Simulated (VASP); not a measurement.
Wanted: the native input for a VASP 6.6.1 run.

```
Task                   : single point
Functional             : PBE
Potentials or basis    : VASP PAW PBE potentials, release 64 (Si, C)
Cutoff                 : 520 eV
k mesh                 : 9 × 5 × 1
Occupations            : gaussian, width 0.05 eV
Spin                   : collinear spin
Starting moments       : [0.0, 0.0, 0.0, 0.0, 2.0, 0.0, 0.0, 0.0, 0.0] μB
Dipole correction      : yes
Further INCAR settings : ALGO = Normal; EDIFF = 1e-06; NBANDS = 32
```

The structure of Si5C4 lies in POSCAR:

```
Si5C4
1.0
    3.0920147377      0.0000000000      0.0000000000
    0.0000000000      5.0738209500      0.0000000000
    0.0000000000      0.0000000000     18.9686852044
Si C
5 4
Direct
    0.0000000000      0.9954360498      0.2108738669
    0.5000000000      0.4954360498      0.2579297257
    0.5000000000      0.9936729075      0.3565277077
    0.0000000000      0.4650510040      0.3853429996
    0.3333333333      0.4571536666      0.5023898307
    0.0000000000      0.6195639502      0.2108738669
    0.5000000000      0.1195639502      0.2579297257
    0.5000000000      0.6250368441      0.3569005348
    0.0000000000      0.1238203333      0.3937376325
```

One way to write it, as run:

INCAR

```
SYSTEM = Si5C4
ALGO = Normal ; DIPOL = 0.5 0.5 0.326
EDIFF = 1E-6 ; ENCUT = 520
GGA = PE ; IDIPOL = 3
ISIF = 2 ; ISMEAR = 0
ISPIN = 2 ; LASPH = .True.
LCHARG = .True. ; LDIPOL = .True.
LELF = .True. ; LORBIT = 11
LREAL = .False. ; LVACPOTAV = .True.
LVHAR = .True. ; LWAVE = .False.
MAGMOM = 0 0 0 0 2 0 0 0 0 ; NBANDS = 32
NELM = 150 ; PREC = Accurate
SIGMA = 0.05
```

KPOINTS

```
k-points
0
Gamma
  9 5 1
  0 0 0
```

Potentials or basis: VASP PAW PBE potentials, release 64 (Si, C).

Launch:

```console
$ cat potpaw_PBE.64/Si/POTCAR potpaw_PBE.64/C/POTCAR > POTCAR
$ mpirun -np 1 vasp_std > vasp.out
```

It gave:

- Largest force: 2.677 eV/Å
- Band gap on the k mesh: 0.24 eV (least direct gap 0.69 eV)
- Net moment: 0.00 μB per cell
- Valence electrons inside the program's atomic spheres: Si 1.61, 1.64, 1.68, 1.75, 1.50; C 2.39, 2.48, 2.55, 2.53

Caveat: semilocal functionals underestimate gaps, and a narrow one can read as zero.

It took 9.2 min on 1 thread of Intel(R) Xeon(R) 6975P-C (Granite Rapids) (shared host), peak memory 0.65 GiB.
